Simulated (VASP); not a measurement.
# SiO2 (P4_2/mnm) in VASP: further runs

SiO2 is run at these levels: PBE; tasks: single point.

Everything below comes from runs of VASP 6.6.1. Logs are shortened: lines on timing, memory, paths and dates and some standing lists are left out, and cuts for length are marked.

### 1 The cell of the first run

The structure is tetragonal, space group P4_2/mnm (No. 136). Conventional cell: a = 4.236 Å, b = 4.236 Å, c = 3.013 Å, α = 90.00°, β = 90.00°, γ = 90.00°. Si (site symmetry mmm) has 6 O at 1.84 to 1.90 Å within 2.4 Å. O (site symmetry m2m) has 3 Si at 1.84 to 1.90 Å and 1 O at 2.31 Å within 2.4 Å.

### 2 Single point, PBE

INCAR reads:

```
ALGO = Normal
EDIFF = 1E-6
ENCUT = 520
GGA = PE
ISIF = 2
ISMEAR = 0
LASPH = True
LCHARG = False
LREAL = False
LWAVE = False
NBANDS = 25
NELM = 100
PREC = Accurate
SIGMA = 0.05
```

KPOINTS reads:

```
k-points
0
Gamma
  6 6 8
```

POSCAR reads:

```
SiO2
1.0
    4.2358788249      0.0000000000      0.0000000000
    0.0000000000      4.2358788249      0.0000000000
    0.0000000000      0.0000000000      3.0125000000
Si O
2 4
Direct
    0.5000000000      0.5000000000      0.5000000000
    0.0000000000      0.0000000000      0.0000000000
    0.6930127928      0.6930127928      0.0000000000
    0.1930127928      0.8069872072      0.5000000000
    0.3069872072      0.3069872072      0.0000000000
    0.8069872072      0.1930127928      0.5000000000
```

Potentials or basis: VASP PAW PBE potentials, release 64 (Si, O).

Run with:

```sh
> cat potpaw_PBE.64/Si/POTCAR potpaw_PBE.64/O/POTCAR > POTCAR
> mpirun -np 1 vasp_std > vasp.out
```

OUTCAR:

```text
EDIFF = 1E-6
   ENCUT = 520
   GGA = PE
   ISIF = 2
   ISMEAR = 0
   LASPH = True
   LREAL = False
   NELM = 100
   PREC = Accurate

 ion  position               nearest neighbor table
   1  0.500  0.500  0.500-   4 1.84   6 1.84   5 1.90   3 1.90   3 1.90   5 1.90
   2  0.000  0.000  0.000-   3 1.84   5 1.84   4 1.90   6 1.90   4 1.90   6 1.90
   3  0.693  0.693  0.000-   2 1.84   1 1.90   1 1.90
   4  0.193  0.807  0.500-   1 1.84   2 1.90   2 1.90
   5  0.307  0.307  0.000-   2 1.84   1 1.90   1 1.90
   6  0.807  0.193  0.500-   1 1.84   2 1.90   2 1.90

  LATTYP: Found a simple tetragonal cell.
 ALAT       =     4.2358788249
 C/A-ratio  =     0.7111865387

  Lattice vectors:

 A1 = (   4.2358788249,   0.0000000000,   0.0000000000)
 A2 = (   0.0000000000,   4.2358788249,   0.0000000000)
 A3 = (   0.0000000000,   0.0000000000,   3.0125000000)

Analysis of symmetry for initial positions (statically):
=====================================================================
 Subroutine PRICEL returns:
 Original cell was already a primitive cell.

 Routine SETGRP: Setting up the symmetry group for a
 simple tetragonal supercell.

 Subroutine GETGRP returns: Found 16 space group operations
 (whereof  8 operations were pure point group operations)
 out of a pool of 16 trial point group operations.

The static configuration has the point symmetry D_2h.
 The point group associated with its full space group is D_4h.

Analysis of symmetry for dynamics (positions and initial velocities):
=====================================================================
 Subroutine PRICEL returns:
 Original cell was already a primitive cell.

 Routine SETGRP: Setting up the symmetry group for a
 simple tetragonal supercell.

 Subroutine GETGRP returns: Found 16 space group operations
 (whereof  8 operations were pure point group operations)
 out of a pool of 16 trial point group operations.

The dynamic configuration has the point symmetry D_2h.
 The point group associated with its full space group is D_4h.

 Subroutine INISYM returns: Found 16 space group operations
 (whereof  8 operations are pure point group operations),
 and found     1 'primitive' translations

----------------------------------------------------------------------------------------

                                     Primitive cell

[... 99 lines left out ...]
   LREAL  =      F    real-space projection
   EDIFFG = 0.1E-04   stopping-criterion for IOM
   NSW    =      0    number of steps for IOM
   IBRION =     -1    ionic relax: 0-MD 1-quasi-New 2-CG
   NFREE  =      0    steps in history (QN), initial steepest desc. (CG)
   ISIF   =      2    stress and relaxation
   ISYM   =      2    0-nonsym 1-usesym 2-fastsym
   POTIM  = 0.5000    time-step for ionic-motion
   TEBEG  =    0.0;   TEEND  =   0.0 temperature during run
   PSTRESS=    0.0 pullay stress
   NELECT =      32.0000    total number of electrons
   NUPDOWN=      -1.0000    fix difference up-down
   EMIN   =  10.00;   EMAX   =-10.00  energy-range for DOS
   EFERMI =   0.00;   METHOD = LEGACY
   ISMEAR =     0;   SIGMA  =   0.05  broadening in eV -4-tet -1-fermi 0-gaus
   EFERMI_NEDOS =   21; number of points for ismear=-14 and -15
   IALGO  =     38    algorithm
   IMIX   =      4    mixing-type and parameters
     AMIX     =   0.40;   BMIX     =  1.00
     AMIX_MAG =   1.60;   BMIX_MAG =  1.00
  volume/ion in A,a.u.               =       9.01        60.79
  Fermi-wavevector in a.u.,A,eV,Ry     =   1.374633  2.597680 25.709787  1.889616
  Thomas-Fermi vector in A             =   2.500042
   LORBIT       =      0    0 simple, 1 ext, 2 COOP (PROOUT), +10 PAW based schemes
   GGA     = PE    functional components
   LHFCALC =     F    Hartree Fock is set to
   AEXX    =    0.0000 exact exchange contribution
   IVDW    =     0    specifies the selected vdW correction
   LEPSILON=     F    determine dielectric tensor
   LRPA    =     F    only Hartree local field effects (RPA)
 non-spin polarized calculation
 Gauss-broadening in eV      SIGMA  =   0.05
  energy-cutoff  :      520.00
  volume of cell :       54.05
 maximum number of plane-waves:      1472
 NGX is ok and might be reduce to    32
   NGX = 15   NGY = 15   NGZ = 11

 number of electron      32.0000017 magnetization

 Free energy of the ion-electron system (eV)
  ---------------------------------------------------
  ext. energy  EPLUGINS =         0.00000000
  ---------------------------------------------------
  free energy    TOTEN  =       -45.21603600 eV

  energy without entropy =      -45.21603600  energy(sigma->0) =      -45.21603600

 E-fermi :   6.6015     XC(G=0): -11.5612

 val. band max:        6.3492775538   @ k =   0.0000   0.0000   0.0000
 cond. band min:       9.1026847398   @ k =   0.0000   0.0000   0.0000
 fundamental gap:      2.7534071860
 Fermi energy:         6.6014875999

 k-point     1 :       0.0000    0.0000    0.0000
  band No.  band energies     occupation
      1     -14.6127      2.00000
      2     -11.5233      2.00000
      3     -11.5233      2.00000
      4     -11.2552      2.00000
      5      -3.5518      2.00000
      6       0.6749      2.00000
[... 661 lines left out ...]
     24      17.8541      0.00000
     25      19.3743      0.00000

 [... further k-points ...]

------------------------ aborting loop because EDIFF is reached ----------------------------------------

  FORCE on cell =-STRESS in cart. coord.  units (eV):
  Direction    XX          YY          ZZ          XY          YZ          ZX
  --------------------------------------------------------------------------------------
  -------------------------------------------------------------------------------------
  Total       -5.3197108     -5.3197108    -18.0576628     -0.0000000      0.0000000      0.0000000
  in kB     -157.6828614   -157.6828614   -535.2516451     -0.0000000      0.0000000      0.0000000
  external PRESSURE =    -283.5391227 kB  Pullay stress =       0.0000000 kB

 VOLUME and BASIS-vectors are now :
 -----------------------------------------------------------------------------
  energy-cutoff  :      520.00
  volume of cell :       54.05
      direct lattice vectors                 reciprocal lattice vectors
     4.235878825  0.000000000  0.000000000     0.236078519  0.000000000  0.000000000
     0.000000000  4.235878825  0.000000000     0.000000000  0.236078519  0.000000000
     0.000000000  0.000000000  3.012500000     0.000000000  0.000000000  0.331950207

 POSITION                                       TOTAL-FORCE (eV/Angst)
 -----------------------------------------------------------------------------------
      2.11794      2.11794      1.50625        -0.000000      0.000000     -0.000000
      0.00000      0.00000      0.00000        -0.000000      0.000000     -0.000000
      2.93552      2.93552      0.00000         0.327625      0.327625      0.000000
      0.81758      3.41830      1.50625         0.327625     -0.327625     -0.000000
      1.30036      1.30036      0.00000        -0.327625     -0.327625     -0.000000
      3.41830      0.81758      1.50625        -0.327625      0.327625      0.000000
 -----------------------------------------------------------------------------------
    total drift:                                0.000000      0.000000     -0.000000

  FREE ENERGIE OF THE ION-ELECTRON SYSTEM (eV)
  ---------------------------------------------------
  free  energy   TOTEN  =       -45.2160359975 eV

  energy  without entropy=      -45.2160359975  energy(sigma->0) =      -45.21603600
```

Run time: 68 s. Hardware: 1 thread of Intel Xeon 8259CL, shared host; peak memory 0.19 GiB.

What came out:

| Property | Result |
| --- | --- |
| Free energy | -45.2160 eV |
| Pressure | -28.4 GPa |
| Largest force | 0.463 eV/Å |
| Band gap on the k mesh | 2.75 eV |

Forces on the atoms (eV/Å):
```
Si   0.000  0.000  0.000
Si   0.000  0.000  0.000
O    0.328  0.328  0.000
O    0.328 -0.328  0.000
O   -0.328 -0.328  0.000
O   -0.328  0.328  0.000
```

Stress tensor (GPa, compression positive):
```
-15.77   0.00   0.00
  0.00 -15.77   0.00
  0.00   0.00 -53.53
```

Caveat: the cell stands under tension.

(Continued in part 2 of 3.)
